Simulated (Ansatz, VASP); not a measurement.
**Ga3IrRu in VASP and in Ansatz**

```
Ga Ru Ir
1.0
     4.67709    0.00000    0.00000
     0.00000    4.67709    0.00000
     0.00000    0.00000    4.67709
Ga Ru Ir
3 1 1
Cartesian
  2.3385 0.0000 0.0000
  0.0000 2.3385 0.0000
  0.0000 0.0000 2.3385
  2.3385 2.3385 2.3385
  0.0000 0.0000 0.0000
```

Change from the starting cell: species swapped into the Gd3GaC type (Pm-3m, No. 221).

Alike in both runs: task single point; functional PBE; k mesh 4 × 4 × 4; occupations gaussian, width 0.1 eV; collinear spin.

|  | VASP | Ansatz |
| --- | --- | --- |
| version | VASP 6.6.1 | Ansatz 0.2.0 |
| potentials or method | VASP PAW PBE potentials, release 64 (Ga_d, Ru_pv, Ir), cutoff 520 eV | scalar-relativistic, plane waves, PAW |
| valence electrons in the cell | 62 | 72 |

VASP gave:

```
gap on the k mesh at the Fermi level (eV)                     : none
pressure (GPa)                                                : 2.5
net moment per atom (μB)                                      : 0.47
size of the moment on the site where the two differ most (μB) : 1.91
```

Q: Estimate Ansatz's values.

A: gap on the k mesh at the Fermi level (eV): none; pressure (GPa): 2.3; net moment per atom (μB): 0.47; size of the moment on the site where the two differ most (μB): 2.03.

Site moments also hang on the region over which each program counts them. A gap of «none» marks a metal or a gap that the smearing closes. The functional is the same, so the differences come from potentials, cutoffs and numerics. VASP's potentials hold 62 valence electrons a cell and Ansatz's 72, so a difference there can come from the potentials and not from the codes.

Neither program's run includes spin-orbit coupling.
